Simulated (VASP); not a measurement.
# Y (Pm-3m) in VASP: further runs, part 2 of 2

VASP 6.6.1.

### Step 3. Single point, LDA

This run uses another cell than the first one, of 18.46 Å³/atom, 1.101 times its volume.

Contents of INCAR:

```
PREC = Accurate
ENCUT = 520
EDIFF = 1E-6
ISMEAR = 1
SIGMA = 0.1
LREAL = False
LASPH = True
NELM = 60
ALGO = Normal
ISIF = 2
LWAVE = False
LCHARG = False
NBANDS = 12
```

Contents of KPOINTS:

```
Automatic mesh
0
Gamma
  7 7 7
```

Contents of POSCAR:

```
Y
1.0
    2.6430740278      0.0000000000      0.0000000000
    0.0000000000      2.6430740278      0.0000000000
    0.0000000000      0.0000000000      2.6430740278
Y
1
Direct
    0.0000000000      0.0000000000      0.0000000000
```

Potentials or basis: VASP PAW LDA potentials, release 64 (Y_sv).

The run is started by

```console
$ cat potpaw_LDA.64/Y_sv/POTCAR > POTCAR
$ mpirun -np 1 vasp_std > vasp.out
```

OUTCAR:

```text
PREC = Accurate
   ENCUT = 520
   EDIFF = 1E-6
   ISMEAR = 1
   LREAL = False
   LASPH = True
   NELM = 60
   ISIF = 2

 ion  position               nearest neighbor table
   1  0.000  0.000  0.000-

  LATTYP: Found a simple cubic cell.
 ALAT       =     2.6430740278

  Lattice vectors:

 A1 = (   2.6430740278,   0.0000000000,   0.0000000000)
 A2 = (   0.0000000000,   2.6430740278,   0.0000000000)
 A3 = (   0.0000000000,   0.0000000000,   2.6430740278)

Analysis of symmetry for initial positions (statically):
=====================================================================
 Subroutine PRICEL returns:
 Original cell was already a primitive cell.

 Routine SETGRP: Setting up the symmetry group for a
 simple cubic supercell.

 Subroutine GETGRP returns: Found 48 space group operations
 (whereof 48 operations were pure point group operations)
 out of a pool of 48 trial point group operations.

The static configuration has the point symmetry O_h .

Analysis of symmetry for dynamics (positions and initial velocities):
=====================================================================
[... 162 lines left out ...]
      2     -14.4782      2.00000
      3     -14.4782      2.00000
      4     -14.4782      2.00000
      5       1.7944      2.00000
      6       4.2936      2.00000
      7       4.2936      2.00000
      8      15.8915      0.00000
      9      15.8915      0.00000
     10      15.8915      0.00000
     11      22.1752      0.00000
     12      22.1752      0.00000
[... 271 lines left out ...]
 k-point    20 :       0.4286    0.4286    0.4286
  band No.  band energies     occupation
      1     -34.7098      2.00000
      2     -16.8470      2.00000
      3     -16.8239      2.00000
      4     -16.8239      2.00000
      5       3.9620      2.00000
      6       4.3937      2.00000
      7       4.3937      2.00000
      8      13.2161      0.00000
      9      17.7031      0.00000
     10      17.7031      0.00000
     11      21.5124      0.00000
     12      25.3589      0.00000

------------------------ aborting loop because EDIFF is reached ----------------------------------------

  FORCE on cell =-STRESS in cart. coord.  units (eV):
  Direction    XX          YY          ZZ          XY          YZ          ZX
  --------------------------------------------------------------------------------------
  -------------------------------------------------------------------------------------
  Total        4.6099209      4.6099209      4.6099209      0.0000000      0.0000000     -0.0000000
  in kB      400.0148142    400.0148142    400.0148142      0.0000000      0.0000000     -0.0000000
  external PRESSURE =     400.0148142 kB  Pullay stress =       0.0000000 kB

 VOLUME and BASIS-vectors are now :
 -----------------------------------------------------------------------------
  energy-cutoff  :      520.00
  volume of cell :       18.46
      direct lattice vectors                 reciprocal lattice vectors
     2.643074028  0.000000000  0.000000000     0.378347329  0.000000000  0.000000000
     0.000000000  2.643074028  0.000000000     0.000000000  0.378347329  0.000000000
     0.000000000  0.000000000  2.643074028     0.000000000  0.000000000  0.378347329

 POSITION                                       TOTAL-FORCE (eV/Angst)
 -----------------------------------------------------------------------------------
      0.00000      0.00000      0.00000         0.000000      0.000000      0.000000
 -----------------------------------------------------------------------------------
    total drift:                               -0.000000      0.000000      0.000000

  FREE ENERGIE OF THE ION-ELECTRON SYSTEM (eV)
  ---------------------------------------------------
  free  energy   TOTEN  =        -5.1372085374 eV

  energy  without entropy=       -5.1388140861  energy(sigma->0) =       -5.13774372
```

OSZICAR:

```text
N       E                     dE             d eps       ncg     rms          rms(c)
DAV:   1     0.332819606289E+02    0.33282E+02   -0.60033E+03   480   0.910E+02
DAV:   2    -0.396313958043E+01   -0.37245E+02   -0.35897E+02   580   0.192E+02
DAV:   3    -0.524758666501E+01   -0.12844E+01   -0.12766E+01   628   0.242E+01
DAV:   4    -0.526401928516E+01   -0.16433E-01   -0.16431E-01   532   0.262E+00
DAV:   5    -0.526426783843E+01   -0.24855E-03   -0.24854E-03   600   0.236E-01    0.339E+01
DAV:   6    -0.512761193540E+01    0.13666E+00   -0.23380E-01   612   0.284E+00    0.194E+01
DAV:   7    -0.513666388298E+01   -0.90519E-02   -0.27828E-01   628   0.272E+00    0.167E+00
DAV:   8    -0.513750333934E+01   -0.83946E-03   -0.29200E-02   496   0.141E+00    0.459E-01
DAV:   9    -0.513719517412E+01    0.30817E-03   -0.99412E-04   536   0.262E-01    0.145E-01
DAV:  10    -0.513720921053E+01   -0.14036E-04   -0.95331E-05   528   0.910E-02    0.783E-03
DAV:  11    -0.513720853739E+01    0.67315E-06   -0.51945E-06   612   0.153E-02
   1 F= -.51372085E+01 E0= -.51377437E+01  d E =0.160555E-02
```

stdout:

```text
POSCAR found type information on POSCAR Y
 POSCAR found :  1 types and       1 ions
 scaLAPACK will be used
 LDA part: xc-table for (Slater(with rela. corr.)+CA(PZ))
 , standard interpolation
 POSCAR, INCAR and KPOINTS ok, starting setup
 FFT: planning ... GRIDC
 FFT: planning ... GRID_SOFT
 FFT: planning ... GRID
 WAVECAR not read
 entering main loop
```

It took 3.7 s on 1 thread of Intel Xeon 6975P-C, shared host; peak memory 0.13 GiB.

What came out:

```yaml
Free_energy: -5.1372 eV
Pressure: 40.0 GPa
```

### Step 4. Single point, LDA

This run uses another cell than the first one, of 21.76 Å³/atom, 1.298 times its volume.

Contents of INCAR:

```
SYSTEM = Y
ALGO = Normal
EDIFF = 1E-7
ENCUT = 520
GGA = CA
ISIF = 2
ISMEAR = 1
LASPH = .True.
LCHARG = .False.
LREAL = .False.
LWAVE = .False.
NBANDS = 12
NELM = 60
PREC = Accurate
SIGMA = 0.1
```

Contents of KPOINTS:

```
k-points
0
Gamma
  7 7 7
  0 0 0
```

Contents of POSCAR:

```
Y
1.0
    2.7918357833      0.0000000000      0.0000000000
    0.0000000000      2.7918357833      0.0000000000
    0.0000000000      0.0000000000      2.7918357833
Y
1
Direct
    0.0000000000      0.0000000000      0.0000000000
```

The run is started by

```console
$ cat potpaw_LDA.64/Y_sv/POTCAR > POTCAR
$ mpirun -np 1 vasp_std > vasp.out
```

Run time: 6 s. Hardware: 1 thread of Intel Xeon 6975P-C, shared host; peak memory 0.14 GiB.

Results (log left out):

```
Free energy : -5.7173 eV
Pressure    : 20.1 GPa
```

Levels at points of the mesh, in eV from the Fermi level:
```csv
k point,band 2,band 3,band 4,band 5,band 6,band 7,band 8,band 9,band 10,band 11
"(0.00, 0.00, 0.00)",-21.13,-21.13,-21.13,-4.65,-1.43,-1.43,8.33,8.33,8.33,14.19
```

### Step 5. Summary

| cell | gap on the mesh (eV) | pressure (GPa) |
| --- | --- | --- |
| a = 2.559 Å, 1 atom | none | 60.2 |
| a = 2.643 Å, 1 atom | none | 40.0 |
| a = 2.792 Å, 1 atom | none | 20.1 |

Alike in all rows: task single point; level LDA; potentials or basis VASP PAW LDA potentials, release 64 (Y_sv); no spin polarisation; k mesh 7 × 7 × 7; cutoff (eV) 520; smearing methfessel-paxton 0.1 eV.

Absolute energies hang on the potentials; compare differences alone.
